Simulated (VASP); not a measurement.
# Ni (Im-3m) in VASP: further runs, part 3 of 3

VASP 6.6.1.

## 6. Single point, revPBE (volume scaled by 0.92)

The input, INCAR:

```
PREC = Accurate ; ENCUT = 520
EDIFF = 1E-6 ; ISMEAR = -1
SIGMA = 0.1 ; LREAL = False
LASPH = True ; NELM = 100
ALGO = Normal ; ISIF = 2
LWAVE = False ; LCHARG = False
GGA = RE ; NBANDS = 11
```

The input, KPOINTS:

```
regular mesh
0
Gamma
  18 18 18
```

The input, POSCAR:

```
Ni
1.0
   -1.3689555321      1.3689555321      1.3689555321
    1.3689555321     -1.3689555321      1.3689555321
    1.3689555321      1.3689555321     -1.3689555321
Ni
1
Direct
    0.0000000000      0.0000000000      0.0000000000
```

Potentials or basis: VASP PAW PBE potentials, release 64 (Ni).

On the command line:

```sh
$ cat potpaw_PBE.64/Ni/POTCAR > POTCAR
$ mpirun -np 1 vasp_std > vasp.out
```

OUTCAR:

```text
PREC = Accurate
   ENCUT = 520
   EDIFF = 1E-6
   ISMEAR = -1
   LREAL = False
   LASPH = True
   NELM = 100
   ISIF = 2
   GGA = RE

 ion  position               nearest neighbor table
   1  0.000  0.000  0.000-

  LATTYP: Found a body centered cubic cell.
 ALAT       =     2.7379110642

  Lattice vectors:

 A1 = (  -1.3689555321,   1.3689555321,   1.3689555321)
 A2 = (   1.3689555321,  -1.3689555321,   1.3689555321)
 A3 = (   1.3689555321,   1.3689555321,  -1.3689555321)

Analysis of symmetry for initial positions (statically):
=====================================================================
 Subroutine PRICEL returns:
 Original cell was already a primitive cell.

 Routine SETGRP: Setting up the symmetry group for a
 body centered cubic supercell.

 Subroutine GETGRP returns: Found 48 space group operations
 (whereof 48 operations were pure point group operations)
 out of a pool of 48 trial point group operations.

The static configuration has the point symmetry O_h .

Analysis of symmetry for dynamics (positions and initial velocities):
=====================================================================
 Subroutine PRICEL returns:
 Original cell was already a primitive cell.

 Routine SETGRP: Setting up the symmetry group for a
 body centered cubic supercell.

 Subroutine GETGRP returns: Found 48 space group operations
 (whereof 48 operations were pure point group operations)
 out of a pool of 48 trial point group operations.

The dynamic configuration has the point symmetry O_h .

 Subroutine INISYM returns: Found 48 space group operations
 (whereof 48 operations are pure point group operations),
 and found     1 'primitive' translations

----------------------------------------------------------------------------------------

                                     Primitive cell

  volume of cell :      10.2619

  direct lattice vectors                    reciprocal lattice vectors
    -1.368955532  1.368955532  1.368955532     0.000000000  0.365241959  0.365241959
     1.368955532 -1.368955532  1.368955532     0.365241959  0.000000000  0.365241959
     1.368955532  1.368955532 -1.368955532     0.365241959  0.365241959  0.000000000

  length of vectors
     2.371100535  2.371100535  2.371100535     0.516530132  0.516530132  0.516530132

  position of ions in fractional coordinates (direct lattice)
     0.000000000  0.000000000  0.000000000

  ion indices of the primitive-cell ions
   primitive index   ion index
                 1           1

----------------------------------------------------------------------------------------

 KPOINTS: regular mesh

Automatic generation of k-mesh.
 Grid dimensions read from file:
 generate k-points for:   18   18   18

 Generating k-lattice:

  Cartesian coordinates                     Fractional coordinates (reciprocal lattice)
     0.000000000  0.020291220  0.020291220     0.055555556  0.000000000  0.000000000
     0.020291220  0.000000000  0.020291220     0.000000000  0.055555556  0.000000000
     0.020291220  0.020291220  0.000000000     0.000000000  0.000000000  0.055555556

  Length of vectors
     0.028696118  0.028696118  0.028696118

  Shift w.r.t. Gamma in fractional coordinates (k-lattice)
     0.000000000  0.000000000  0.000000000

 Subroutine IBZKPT returns following result:
 ===========================================

 Found    195 irreducible k-points:

 Following reciprocal coordinates:
            Coordinates               Weight
  0.000000  0.000000  0.000000      1.000000
  0.055556  0.000000  0.000000     12.000000
  0.111111  0.000000  0.000000     12.000000
  0.166667  0.000000  0.000000     12.000000
  0.222222  0.000000  0.000000     12.000000
  0.277778  0.000000  0.000000     12.000000
[... 16 lines left out ...]
  0.333333  0.111111  0.000000     48.000000
  0.388889  0.111111  0.000000     48.000000
 [... further k-points ...]
   k-points           NKPTS =    195   k-points in BZ     NKDIM =    195   number of bands    NBANDS=     11
   number of dos      NEDOS =    301   number of ions     NIONS =      1
   total plane-waves  NPLWV =   5832
   dimension x,y,z NGX =    18 NGY =   18 NGZ =   18
   dimension x,y,z NGXF=    36 NGYF=   36 NGZF=   36
   ions per type =               1
   NGX,Y,Z   is equivalent  to a cutoff of  12.62, 12.62, 12.62 a.u.
   NGXF,Y,Z  is equivalent  to a cutoff of  25.24, 25.24, 25.24 a.u.
 SYSTEM =  unknown system
   PREC   = accura    normal or accurate (medium, high low for compatibility)
   ISTART =      0    job   : 0-new  1-cont  2-samecut
   ICHARG =      2    charge: 1-file 2-atom 10-const
   ISPIN  =      1    spin polarized calculation?
   LNONCOLLINEAR =      F non collinear calculations
   LSORBIT =      F    spin-orbit coupling
   LASPH  =      T    aspherical Exc in radial PAW
   ENCUT  =  520.0 eV  38.22 Ry    6.18 a.u.   4.41  4.41  4.41*2*pi/ulx,y,z
   NELM   =    100;   NELMIN=  2; NELMDL= -5     # of ELM steps
   EDIFF  = 0.1E-05   stopping-criterion for ELM
   LREAL  =      F    real-space projection
   EDIFFG = 0.1E-04   stopping-criterion for IOM
   NSW    =      0    number of steps for IOM
   IBRION =     -1    ionic relax: 0-MD 1-quasi-New 2-CG
   NFREE  =      0    steps in history (QN), initial steepest desc. (CG)
   ISIF   =      2    stress and relaxation
   ISYM   =      2    0-nonsym 1-usesym 2-fastsym
   POTIM  = 0.5000    time-step for ionic-motion
   TEBEG  =    0.0;   TEEND  =   0.0 temperature during run
   PSTRESS=    0.0 pullay stress
   NELECT =      10.0000    total number of electrons
   NUPDOWN=      -1.0000    fix difference up-down
   EMIN   =  10.00;   EMAX   =-10.00  energy-range for DOS
   EFERMI =   0.00;   METHOD = LEGACY
   ISMEAR =    -1;   SIGMA  =   0.10  broadening in eV -4-tet -1-fermi 0-gaus
   EFERMI_NEDOS =   21; number of points for ismear=-14 and -15
   IALGO  =     38    algorithm
   IMIX   =      4    mixing-type and parameters
     AMIX     =   0.40;   BMIX     =  1.00
     AMIX_MAG =   1.60;   BMIX_MAG =  1.00
  volume/ion in A,a.u.               =      10.26        69.25
  Fermi-wavevector in a.u.,A,eV,Ry     =   1.623051  3.067122 35.841752  2.634294
  Thomas-Fermi vector in A             =   2.716564
   LORBIT       =      0    0 simple, 1 ext, 2 COOP (PROOUT), +10 PAW based schemes
   GGA     = RE    functional components
   LHFCALC =     F    Hartree Fock is set to
   AEXX    =    0.0000 exact exchange contribution
   IVDW    =     0    specifies the selected vdW correction
   LEPSILON=     F    determine dielectric tensor
   LRPA    =     F    only Hartree local field effects (RPA)
 non-spin polarized calculation
  energy-cutoff  :      520.00
  volume of cell :       10.26
 maximum number of plane-waves:       285
 NGX is ok and might be reduce to    18
   NGX =  9   NGY =  9   NGZ =  9

 number of electron      10.0000012 magnetization

 Free energy of the ion-electron system (eV)
  ---------------------------------------------------
  ext. energy  EPLUGINS =         0.00000000
  ---------------------------------------------------
  free energy    TOTEN  =        -4.93757699 eV

  energy without entropy =       -4.87524773  energy(sigma->0) =       -4.90641236

 E-fermi :  10.1473     XC(G=0): -13.5118

 val. band max:       10.1371752842   @ k =  -0.4444   0.5000   0.3889
 cond. band min:      10.1479299249   @ k =  -0.3889   0.3889   0.1667
 fundamental gap:      0.0107546407
 Fermi energy:        10.1473144712

 k-point     1 :       0.0000    0.0000    0.0000
  band No.  band energies     occupation
      1       0.9056      2.00000
      2       8.0869      2.00000
      3       8.0869      2.00000
      4       8.0869      2.00000
      5       9.5176      1.99632
      6       9.5176      1.99632
      7      37.1917      0.00000
      8      37.1917      0.00000
      9      37.1917      0.00000
     10      42.5193      0.00000
     11      42.5193      0.00000

 k-point     2 :       0.0556    0.0000    0.0000
  band No.  band energies     occupation
      1       1.0392      2.00000
      2       8.0539      2.00000
      3       8.0840      2.00000
      4       8.1509      2.00000
      5       9.4839      1.99737
      6       9.5202      1.99623
      7      36.1700      0.00000
      8      36.9673      0.00000
      9      37.0472      0.00000
     10      41.6441      0.00000
     11      42.2463      0.00000
[... 295 lines left out ...]
 k-point    24 :       0.3889    0.1111    0.0000
  band No.  band energies     occupation
      1       5.6533      2.00000
      2       7.1174      2.00000
      3       8.6610      2.00000
      4       9.4408      1.99829
      5       9.9155      1.82074
      6      11.7535      0.00000
      7      18.2513      0.00000
      8      27.1541      0.00000
      9      30.6840      0.00000
     10      36.6391      0.00000
     11      41.7141      0.00000

 [... further k-points ...]
[... 5 lines left out ...]
  --------------------------------------------------------------------------------------
  -------------------------------------------------------------------------------------
  Total        1.1801874      1.1801874      1.1801874      0.0000000      0.0000000      0.0000000
  in kB      184.2610461    184.2610461    184.2610461      0.0000000      0.0000000      0.0000000
  external PRESSURE =     184.2610461 kB  Pullay stress =       0.0000000 kB

 VOLUME and BASIS-vectors are now :
 -----------------------------------------------------------------------------
  energy-cutoff  :      520.00
  volume of cell :       10.26
      direct lattice vectors                 reciprocal lattice vectors
    -1.368955532  1.368955532  1.368955532     0.000000000  0.365241959  0.365241959
     1.368955532 -1.368955532  1.368955532     0.365241959  0.000000000  0.365241959
     1.368955532  1.368955532 -1.368955532     0.365241959  0.365241959  0.000000000

 POSITION                                       TOTAL-FORCE (eV/Angst)
 -----------------------------------------------------------------------------------
      0.00000      0.00000      0.00000         0.000000      0.000000      0.000000
 -----------------------------------------------------------------------------------
    total drift:                                0.000000      0.000000      0.000000

  FREE ENERGIE OF THE ION-ELECTRON SYSTEM (eV)
  ---------------------------------------------------
  free  energy   TOTEN  =        -4.9375769926 eV

  energy  without entropy=       -4.8752477329  energy(sigma->0) =       -4.90641236
```

stdout:

```text
POSCAR found type information on POSCAR Ni
 POSCAR found :  1 types and       1 ions
 scaLAPACK will be used
 -----------------------------------------------------------------------------
|                                                                             |
|                                                                             |
|     You enforced a specific xc type in the INCAR file but a different       |
|     I HOPE YOU KNOW WHAT YOU ARE DOING!                                     |
|                                                                             |
 -----------------------------------------------------------------------------

 LDA part: xc-table for (Slater+PW92), standard interpolation
 POSCAR, INCAR and KPOINTS ok, starting setup
 FFT: planning ... GRIDC
 FFT: planning ... GRID_SOFT
 FFT: planning ... GRID
 WAVECAR not read
 entering main loop
```

Wall time 23 s (1 thread of Intel Xeon 8259CL, shared host); peak memory 0.13 GiB.

What came out:

| Item | Value |
| --- | --- |
| Free energy | -4.9376 eV |
| Pressure | 18.4 GPa |
| Band gap on the k mesh | zero (band 5 reaches 10.56 eV, above the bottom of band 6 at 9.45 eV) |

Levels at points of the mesh, in eV from the Fermi level:
```
           k point  band 2  band 3  band 4  band 5  band 6  band 7  band 8  band 9
(0.00, 0.00, 0.00)   -2.06   -2.06   -2.06   -0.63   -0.63   27.04   27.04   27.04
(0.50, 0.00, 0.00)   -3.09   -0.67   -0.45    0.24    0.42    7.18   19.66   21.08
(0.50, 0.50, 0.50)   -4.32    0.18    0.18    0.18   10.24   10.24   10.24   16.33
```

Caveat: the PAW data sets were made with another functional, which shifts forces and pressure a little; the run has no spin polarisation, though such a crystal can be magnetic. Spin polarisation is off, so any magnetic state and its effect on volume and gap are missing.

## 7. The runs side by side

```csv
task,spin,cell,k mesh,cutoff (eV),smearing,gap on the mesh (eV),pressure (GPa),moment (μB)
single point,"collinear, antiferromagnetic start","a = 2.812 Å, 2 atoms",11 × 11 × 11,520,fermi-dirac 0.05 eV,none,0.2,0.00
relaxation of cell and atoms,"collinear, antiferromagnetic start","relaxed from a = 2.797 Å, 2 atoms",11 × 11 × 11,600,fermi-dirac 0.05 eV,none,0.0,0.00
single point,off,"a = 2.438 Å, angles 109.5°, 1 atom",16 × 16 × 16,520,fermi-dirac 0.1 eV,none,0.1,-
single point,off,"a = 2.336 Å, angles 109.5°, 1 atom",18 × 18 × 18,520,fermi-dirac 0.1 eV,none,31.4,-
single point,off,"a = 2.371 Å, angles 109.5°, 1 atom",18 × 18 × 18,520,fermi-dirac 0.1 eV,none,18.4,-
```

Alike in all rows: level revPBE; potentials or basis VASP PAW PBE potentials, release 64 (Ni).

Caveats: the PAW data sets were made with another functional, which shifts forces and pressure a little.

Absolute energies hang on the potentials; compare differences alone.
